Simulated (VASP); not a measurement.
Wanted: the native input for a VASP 6.6.1 run.

* Task: single point
* Functional: LDA
* Potentials or basis: VASP PAW LDA potentials, release 64 (Ru_pv)
* Cutoff: 520 eV
* k mesh: 7 × 7 × 7
* Occupations: fermi-dirac, width 0.1 eV
* Spin: no spin polarisation
* Dipole correction: no
* Further INCAR settings: ALGO = Normal; EDIFF = 1e-06; NBANDS = 66

The structure of Ru lies in POSCAR:

```
Ru
1.0
    4.7618965847      0.0000000000      0.0000000000
    0.0000000000      4.7618965847      0.0000000000
    0.0000000000      0.0000000000      4.7618965847
Ru
8
Direct
    1.0000000000      0.0000000000      0.0000000000
    0.5000000000      0.5000000000      0.5000000000
    0.2500000000      1.0000000000      0.5000000000
    0.7500000000      0.0000000000      0.5000000000
    0.5000000000      0.2500000000      0.0000000000
    0.5000000000      0.7500000000      0.0000000000
    0.0000000000      0.5000000000      0.2500000000
    0.0000000000      0.5000000000      0.7500000000
```

One way to write it, as run:

INCAR

```
SYSTEM = Ru
ALGO = Normal
EDIFF = 1E-6
ENCUT = 520
ISIF = 2
ISMEAR = -1
LASPH = .True.
LCHARG = .False.
LREAL = .False.
LWAVE = .False.
NBANDS = 66
NELM = 80
PREC = Accurate
SIGMA = 0.1
```

KPOINTS

```
k-points
0
Gamma
  7 7 7
  0 0 0
```

Potentials or basis: VASP PAW LDA potentials, release 64 (Ru_pv).

Run with:

```console
$ cat potpaw_LDA.64/Ru_pv/POTCAR > POTCAR
$ mpirun -np 1 vasp_std > vasp.out
```

Results of the run:

```
Pressure               : 0.9 GPa
Band gap on the k mesh : zero (band 56 reaches 13.23 eV, above the bottom of band 57 at 12.66 eV)
```

It used 410 s of CPU time on 1 thread of AMD EPYC 7R13 Processor (Zen 3), with other jobs on the host.
